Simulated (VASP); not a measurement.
Write the native input for VASP 6.6.1 that does the following.

```
Task                   : single point
Functional             : PBE
Potentials or basis    : VASP PAW PBE potentials, release 64 (Zn, Se)
Cutoff                 : 520 eV
k mesh                 : 10 × 10 × 10
Occupations            : gaussian, width 0.05 eV
Spin                   : no spin polarisation
Dipole correction      : no
Further INCAR settings : ALGO = Normal; EDIFF = 1e-07; NBANDS = 16
```

The structure of ZnSe lies in POSCAR:

```
ZnSe
1.0
    0.0000000000      2.8659201414      2.8659201414
    2.8659201414      0.0000000000      2.8659201414
    2.8659201414      2.8659201414      0.0000000000
Zn Se
1 1
Direct
    0.0000000000      0.0000000000      0.0000000000
    0.7500000000      0.7500000000      0.7500000000
```

One way to write it, as run:

INCAR

```
SYSTEM = ZnSe
  ALGO = Normal
  EDIFF = 1E-7
  ENCUT = 520
  GGA = PE
  ISIF = 2
  ISMEAR = 0
  LASPH = .TRUE.
  LCHARG = .TRUE.
  LELF = .TRUE.
  LREAL = .FALSE.
  LVHAR = .TRUE.
  LWAVE = .FALSE.
  NBANDS = 16
  NELM = 80
  PREC = Accurate
  SIGMA = 0.05
```

KPOINTS

```
k-points
0
G
  10 10 10
  0 0 0
```

Potentials or basis: VASP PAW PBE potentials, release 64 (Zn, Se).

The run is started by

```sh
$ cat potpaw_PBE.64/Zn/POTCAR potpaw_PBE.64/Se/POTCAR > POTCAR
$ mpirun -np 1 vasp_std > vasp.out
```

Results of the run:

| Quantity | Value |
| --- | --- |
| Pressure | 0.2 GPa |
| Band gap on the k mesh | 1.16 eV, direct |

Wall time 55 s on 1 thread of Intel(R) Xeon(R) Platinum 8259CL CPU @ 2.50GHz (Skylake/Cascade Lake), on a shared host, peak memory 0.19 GiB.
